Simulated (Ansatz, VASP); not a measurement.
**Na in VASP and in Ansatz**

The input POSCAR:

```
Na
1.0
    3.7640418302      0.0000000000      0.0000000000
   -1.8820209151      3.2597558458      0.0000000000
    0.0000000000      0.0000000000      6.1466803087
Na
2
Direct
    0.3333333333      0.6666666667      0.2500000000
    0.6666666667      0.3333333333      0.7500000000
```

Contents of INCAR.step1:

```
SYSTEM = Na
  PREC = Accurate
  ENCUT = 600
  ISMEAR = -1
  SIGMA = 0.1
  LREAL = .FALSE.
  LASPH = .TRUE.
  NELM = 60
  GGA = PE
  ALGO = Normal
  EDIFF = 1E-4
  LWAVE = .TRUE.
  LCHARG = .FALSE.
```

INCAR.step2

```
SYSTEM = Na
  PREC = Accurate
  ENCUT = 600
  EDIFF = 1E-6
  ISMEAR = -1
  SIGMA = 0.1
  LREAL = .FALSE.
  LASPH = .TRUE.
  NELM = 60
  ALGO = Normal
  ISIF = 3
  LWAVE = .FALSE.
  LCHARG = .FALSE.
  METAGGA = R2SCAN
  LMIXTAU = .TRUE.
  IBRION = 2
  NSW = 80
  EDIFFG = -0.01
  ISTART = 1
```

File KPOINTS:

```
Automatic mesh
0
G
  10 10 5
  0 0 0
```

Input for Ansatz:

```yaml
crystal:
  lattice:
    - [3.7640418302, 0.0, 0.0]
    - [-1.8820209151, 3.2597558458, 0.0]
    - [0.0, 0.0, 6.1466803087]
  atoms:
    - { symbol: Na, position: [0.3333333333, 0.6666666667, 0.25] }
    - { symbol: Na, position: [0.6666666667, 0.3333333333, 0.75] }
hamiltonian:
  xc: r2scan
  pseudopotentials:
    kind: paw
    azcp:
      Na: "pseudopotentials/Na.paw.azcp"
basis:
  ecutwfc: 500
  fft_grid_basis: typed
kpoints:
  mp_grid: { grid: [10, 10, 5], shift: [0, 0, 0] }
magnetization:
  spin_polarized: false
scf:
  occupations: { method: fermi_dirac, width: 0.1 }
relax:
  max_steps: 60
  f_tol: 0.01
  cell: {}
```

Alike in both runs: task relaxation of cell and atoms; functional r2SCAN; k mesh 10 × 10 × 5; occupations fermi-dirac, width 0.1 eV; no spin polarisation.

|  | VASP | Ansatz |
| --- | --- | --- |
| version | VASP 6.6.1 | Ansatz 0.2.0 |
| potentials or method | VASP PAW PBE potentials, release 64 (Na_pv), cutoff 600 eV | plane waves (500 eV) with PAW, scalar-relativistic |
| valence electrons in the cell | 14 | 18 |

|  | VASP | Ansatz | Ansatz less VASP |
| --- | --- | --- | --- |
| relaxed volume (Å³/atom) | 37.71 | 37.71 | 0.000 |
| relaxed cell length with the largest relative difference (Å) | 3.764 | 3.764 | 0.0000 |

VASP's potentials were made for PBE, not for r2SCAN. VASP's potentials hold 14 valence electrons a cell and Ansatz's 18, so a difference there can come from the potentials and not from the codes.

Noted on VASP's run: the relaxation stopped at its first step, so nothing moved.
